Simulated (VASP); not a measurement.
Write the native input for VASP 6.6.1 that does the following.

```
Task                   : single point
Functional             : PBEsol
Potentials or basis    : VASP PAW PBE potentials, release 64 (Al, Ga_d, N)
Cutoff                 : 520 eV
k mesh                 : 6 × 6 × 6
Occupations            : gaussian, width 0.05 eV
Spin                   : no spin polarisation
Dipole correction      : no
Further INCAR settings : ALGO = Normal; EDIFF = 1e-06; NBANDS = 41
```

The structure of AlGa3N4 lies in POSCAR:

```
AlGa3N4
1.0
    4.4422682785     -0.0177284762     -0.0206740714
   -0.0177284762      4.4168331358      0.0175647879
   -0.0206740714      0.0175647879      4.5085283040
Al Ga N
1 3 4
Direct
    0.0234540835      0.0103748966      0.0483085376
    0.5063568157      0.5095992426      0.0052937904
    0.4607265183     -0.0097858946      0.5111078894
    0.0539865203      0.5036336861      0.5605383853
    0.7431572378      0.7519779332      0.2253926708
    0.7753301098      0.2940477499      0.6725672045
    0.2152331311      0.7122222997      0.7391720189
    0.2217555835      0.2279300865      0.2376195031
```

This cell differs from its parent crystal: atoms moved at random and the cell strained at random.

The input as run:

INCAR

```
SYSTEM = AlGa3N4
PREC = Accurate ; ENCUT = 520
EDIFF = 1E-6 ; ISMEAR = 0
SIGMA = 0.05 ; LREAL = .False.
LASPH = .True. ; NELM = 60
ALGO = Normal ; ISIF = 2
LWAVE = .False. ; LCHARG = .True.
GGA = PS ; LELF = .True.
LVHAR = .True. ; NBANDS = 41
```

KPOINTS

```
Automatic mesh
0
Gamma
  6 6 6
  0 0 0
```

Potentials or basis: VASP PAW PBE potentials, release 64 (Al, Ga_d, N).

Command:

```console
$ cat potpaw_PBE.64/Al/POTCAR potpaw_PBE.64/Ga_d/POTCAR potpaw_PBE.64/N/POTCAR > POTCAR
$ mpirun -np 1 vasp_std > vasp.out
```

It gave:

```json
{
  "Pressure": "34.8 GPa",
  "Largest force": "27.405 eV/Å",
  "Band gap on the k mesh": "1.35 eV (least direct gap 1.49 eV)"
}
```

Caveat: the cell differs from its parent crystal (atoms moved at random and the cell strained at random); the stress differs along the axes, from 25 to 45 GPa; the PAW data sets were made with another functional, which shifts forces and pressure a little.

It took 8.5 min on 1 thread of Oxide Virtual Turin-like Processor (shared host), peak memory 0.39 GiB.
